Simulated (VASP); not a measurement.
# C3N (P6_3/mcm) in VASP: a series of runs, part 2 of 2

VASP 6.6.1. Earlier steps stand in the parts before.

**5. Single point, PBE, collinear spin, ferromagnetic start**

Input file INCAR:

```
SYSTEM = C3N
PREC = Accurate
ENCUT = 520
EDIFF = 1E-7
ISMEAR = 0
SIGMA = 0.1
LREAL = .False.
LASPH = .True.
NELM = 150
ALGO = Normal
ISIF = 2
LWAVE = .False.
LCHARG = .True.
ISPIN = 2
MAGMOM = 1 1 1 1 1 1 1 1
LORBIT = 11
GGA = PE
LELF = .True.
LVHAR = .True.
NBANDS = 31
```

Input file KPOINTS:

```
Automatic mesh
0
Gamma
  6 6 4
  0 0 0
```

Input file POSCAR:

```
C3N
1.0
    4.4699211604      0.0000000000      0.0000000000
   -2.2349605802      3.8710652778      0.0000000000
    0.0000000000      0.0000000000      5.5125482328
C N
6 2
Direct
    0.7723293396      0.0000000000      0.7500000000
    0.7723293396      0.7723293396      0.2500000000
    0.2276706604      0.0000000000      0.2500000000
    0.2276706604      0.2276706604      0.7500000000
    0.0000000000      0.7723293396      0.7500000000
    0.0000000000      0.2276706604      0.2500000000
    0.0000000000      0.0000000000      0.5000000000
    0.0000000000      0.0000000000      0.0000000000
```

The run is started by

```sh
> cat potpaw_PBE.64/C/POTCAR potpaw_PBE.64/N/POTCAR > POTCAR
> mpirun -np 1 vasp_std > vasp.out
```

Wall time 1.8 min (1 thread of Oxide Virtual Turin-like, shared host); peak memory 0.26 GiB.

It converged, with:

```yaml
Free_energy: -42.0004 eV
Pressure: 0.2 GPa
Largest_force: 0.048 eV/Å
Band_gap_on_the_k_mesh: zero (filled and empty bands overlap)
Net_moment: 0.00 μB per cell
Valence_electrons_inside_the_program's_atomic_spheres: C 2.16; N 3.57
```

Forces in eV/Å, atoms in the order of the input:
```
C   -0.048  0.000  0.000
C   -0.024 -0.042  0.000
C    0.048  0.000  0.000
C    0.024  0.042  0.000
C    0.024 -0.042  0.000
C   -0.024  0.042  0.000
N    0.000  0.000  0.000
N    0.000  0.000  0.000
```

Stress tensor (GPa, compression positive):
```
0.14 0.00 0.00
0.00 0.14 0.00
0.00 0.00 0.32
```

Levels at points of the mesh, in eV from the Fermi level:
Spin up:
| k point | band 14 | band 15 | band 16 | band 17 | band 18 | band 19 | band 20 | band 21 |
| --- | --- | --- | --- | --- | --- | --- | --- | --- |
| (0.00, 0.00, 0.00) | -1.43 | -1.43 | -0.35 | -0.35 | 2.38 | 2.38 | 2.55 | 2.55 |
| (0.50, 0.00, 0.00) | -0.61 | -0.51 | -0.26 | -0.11 | 1.60 | 2.05 | 2.42 | 2.60 |
| (0.00, 0.00, 0.50) | -2.08 | -0.78 | -0.78 | -0.78 | -0.78 | 1.53 | 1.53 | 4.57 |
| (0.50, 0.00, 0.50) | -2.07 | -0.48 | -0.48 | 0.21 | 0.21 | 1.55 | 1.55 | 3.87 |
Spin down:
```
           k point  band 15  band 16  band 17  band 18  band 19  band 20
(0.00, 0.00, 0.00)    -1.43    -0.35    -0.35     2.38     2.38     2.55
(0.50, 0.00, 0.00)    -0.51    -0.26    -0.11     1.60     2.05     2.42
(0.00, 0.00, 0.50)    -0.78    -0.78    -0.78    -0.78     1.53     1.53
(0.50, 0.00, 0.50)    -0.48    -0.48     0.21     0.21     1.55     1.55
```

**6. Relaxation of cell and atoms, PBE**

This run uses another cell than the first one, of 9.58 Å³/atom.

Input file INCAR:

```
SYSTEM = C3N
PREC = Accurate
ENCUT = 600
EDIFF = 1E-6
ISMEAR = 0
SIGMA = 0.1
LREAL = .False.
LASPH = .True.
NELM = 60
ALGO = Normal
ISIF = 3
LWAVE = .False.
LCHARG = .False.
GGA = PE
IBRION = 2
NSW = 100
EDIFFG = -0.01
```

Input file KPOINTS:

```
regular mesh
0
Gamma
  12 12 6
  0 0 0
```

Input file POSCAR:

```
C3N
1.0
    3.6884276850      0.0000000000      0.0000000000
   -1.8442138425      3.1942720752      0.0000000000
    0.0000000000      0.0000000000      6.5059323145
C N
6 2
Direct
    0.7619780917      0.0000000000      0.7500000000
    0.7619780917      0.7619780917      0.2500000000
    0.2380219083      0.0000000000      0.2500000000
    0.2380219083      0.2380219083      0.7500000000
    0.0000000000      0.7619780917      0.7500000000
    0.0000000000      0.2380219083      0.2500000000
    0.0000000000      0.0000000000      0.5000000000
    0.0000000000      0.0000000000      0.0000000000
```

Potentials or basis: VASP PAW PBE potentials, release 64 (C, N).

The run is started by

```sh
> cat potpaw_PBE.64/C/POTCAR potpaw_PBE.64/N/POTCAR > POTCAR
> mpirun -np 1 vasp_std > vasp.out
```

It took 6.3 min on 1 thread of Oxide Virtual Turin-like, shared host; peak memory 0.25 GiB.

It converged, with:

```yaml
Free_energy: -43.0996 eV
Relaxed_volume: 9.47 Å³/atom
Relaxed_cell: a = 3.701 Å, b = 3.701 Å, c = 6.389 Å, α = 90.00°, β = 90.00°, γ = 120.00°
Space_group_after_relaxing_to_0.1_Å: P6_3/mcm (No. 193)
Energy_gained_by_relaxing: 5.9 meV/atom
Ionic_steps: 7
Pressure_after_relaxing: 0.0 GPa
Band_gap_on_the_k_mesh: zero (bands 17 and 18 overlap by 2.27 eV)
```

Step by step:
```tsv
step	energy change (eV)	largest force (eV/Å)	pressure (GPa)	volume (Å³)
1	0.0000	0.3644	-0.39	76.65
2	-0.0348	0.3827	-2.12	76.38
3	-0.0408	0.1780	-1.79	76.45
4	-0.0417	0.0352	1.28	75.25
5	-0.0469	0.0672	-0.22	75.82
6	-0.0469	0.0723	0.19	75.77
7	-0.0474	0.0014	-0.03	75.80
```

Final structure:
```
C N
1.0
     3.70131    0.00000    0.00000
    -1.85066    3.20543    0.00000
     0.00000    0.00000    6.38877
C N
6 2
Direct
  0.75917 0.00000 0.75000
  0.75917 0.75917 0.25000
  0.24083 0.00000 0.25000
  0.24083 0.24083 0.75000
  0.00000 0.75917 0.75000
  0.00000 0.24083 0.25000
  0.00000 0.00000 0.50000
  0.00000 0.00000 0.00000
```

Levels at points of the mesh, in eV from the Fermi level:
```
           k point  band 14  band 15  band 16  band 17  band 18  band 19  band 20  band 21
(0.00, 0.00, 0.00)    -1.66    -1.66    -1.41    -1.41     1.62     1.62     1.68     2.16
(0.50, 0.00, 0.00)    -0.15     0.51     0.56     0.86     0.91     1.10     1.64     2.30
(0.00, 0.00, 0.50)    -1.90    -1.90    -1.90    -1.17    -1.17    -1.17    -1.17     4.01
(0.50, 0.00, 0.50)    -3.16    -1.95    -1.95     0.61     0.61     0.85     0.85     4.69
```

**7. The runs side by side**

| task | spin | cell | k mesh | cutoff (eV) | gap on the mesh (eV) | pressure (GPa) | largest force (eV/Å) |
| --- | --- | --- | --- | --- | --- | --- | --- |
| single point | off | a = 4.470, b = 4.470, c = 5.513 Å, angles 90.0, 90.0, 120.0°, 8 atoms, atomic positions A | 6 × 6 × 4 | 520 | none | 0.2 | 0.05 |
| single point | off | a = 3.710, b = 3.710, c = 6.391 Å, angles 90.0, 90.0, 120.0°, 8 atoms, atomic positions B | 12 × 12 × 6 | 520 | none | 0.3 | 0.11 |
| single point | off | a = 3.688, b = 3.688, c = 6.506 Å, angles 90.0, 90.0, 120.0°, 8 atoms, atomic positions C | 12 × 12 × 8 | 520 | none | 0.4 | 0.11 |
| single point | collinear, ferromagnetic start | a = 4.470, b = 4.470, c = 5.513 Å, angles 90.0, 90.0, 120.0°, 8 atoms, atomic positions A | 6 × 6 × 4 | 520 | none | 0.2 | 0.05 |
| relaxation of cell and atoms | off | relaxed from a = 3.688, b = 3.688, c = 6.506 Å, angles 90.0, 90.0, 120.0°, 8 atoms, atomic positions C | 12 × 12 × 6 | 600 | none | 0.0 | - |

Alike in all rows: level PBE; potentials or basis VASP PAW PBE potentials, release 64 (C, N); smearing gaussian 0.1 eV.

Total energies depend on the potentials used, so only differences within one code and one set of settings carry meaning.
